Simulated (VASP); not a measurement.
Wanted: the native input for a VASP 6.6.1 run.

```yaml
Task: single point
Functional: PBEsol
Potentials_or_basis: VASP PAW PBE potentials, release 64 (Mg, H)
Cutoff: 520 eV
k_mesh: 8 × 5 × 1
Occupations: gaussian, width 0.1 eV
Spin: no spin polarisation
Dipole_correction: yes
Further_INCAR_settings: ALGO = Normal; EDIFF = 1e-06; NBANDS = 12
```

The structure of Mg4H lies in POSCAR:

```
Mg4H
1.0
    3.1881999939      0.0000000000      0.0000000000
    0.0000000000      5.1084658709      0.0000000000
    0.0000000000      0.0000000000     19.1358427726
Mg H
4 1
Direct
    0.0000000000      0.7500000000      0.2090318178
    0.5000000000      0.2500000000      0.2571276385
    0.5000000000      0.7500000000      0.3576109084
    0.0000000000      0.2500000000      0.3990335238
    0.0000000000      0.7500000000      0.4158453956
```

These files were run (other wordings do the same):

INCAR

```
SYSTEM = Mg4H
PREC = Accurate
ENCUT = 520
EDIFF = 1E-6
ISMEAR = 0
SIGMA = 0.1
LREAL = .FALSE.
LASPH = .TRUE.
NELM = 100
ALGO = Normal
ISIF = 2
LWAVE = .FALSE.
LCHARG = .FALSE.
LDIPOL = .TRUE.
IDIPOL = 3
DIPOL = 0.5 0.5 0.328
GGA = PS
NBANDS = 12
```

KPOINTS

```
regular mesh
0
G
  8 5 1
  0 0 0
```

Potentials or basis: VASP PAW PBE potentials, release 64 (Mg, H).

The run is started by

```sh
$ cat potpaw_PBE.64/Mg/POTCAR potpaw_PBE.64/H/POTCAR > POTCAR
$ mpirun -np 1 vasp_std > vasp.out
```

It gave:

* Largest force: 0.178 eV/Å
* Band gap on the k mesh: zero (an odd number of electrons rules out a gap without spin polarisation)

Caveat: the PAW data sets were made with another functional, which shifts forces and pressure a little.

It took 82 s on 1 thread of Intel(R) Xeon(R) Platinum 8559C (Emerald Rapids), on a shared host, peak memory 0.35 GiB.
